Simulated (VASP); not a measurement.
C, 8 atoms in the cell. The structure is hexagonal, space group P6_3/mmc (No. 194). The conventional cell has a = 2.518 Å, b = 2.518 Å, c = 8.305 Å, α = 90.00°, β = 90.00°, γ = 120.00°. C (site symmetry 3m) has 4 C at 1.54 Å within 2.1 Å. C (site symmetry 3m) has 4 C at 1.54 to 1.57 Å within 2.1 Å. 

```yaml
Program: VASP 6.6.1
Task: vibrations by perturbation theory
Functional: PBE
Potentials_or_basis: VASP PAW PBE potentials, release 64 (C)
Cutoff: 520 eV
k_mesh: 12 × 12 × 4
Occupations: gaussian, width 0.05 eV
Spin: no spin polarisation
Dipole_correction: no
Further_INCAR_settings: ALGO = Normal; EDIFF = 1e-08; IBRION = 8; NSW = 1
```

Potentials or basis: VASP PAW PBE potentials, release 64 (C).

Run with:

```console
$ cat potpaw_PBE.64/C/POTCAR > POTCAR
$ mpirun -np 1 vasp_std > vasp.out
```

Hardware: 1 thread of Intel(R) Xeon(R) 6975P-C (Granite Rapids) (shared host).

Question: How long does it take, and how much memory?

Answer: It took 9.1 min on 1 thread of Intel(R) Xeon(R) 6975P-C (Granite Rapids) (shared host), peak memory 0.56 GiB. Counts: scf iterations 71, k points 57.
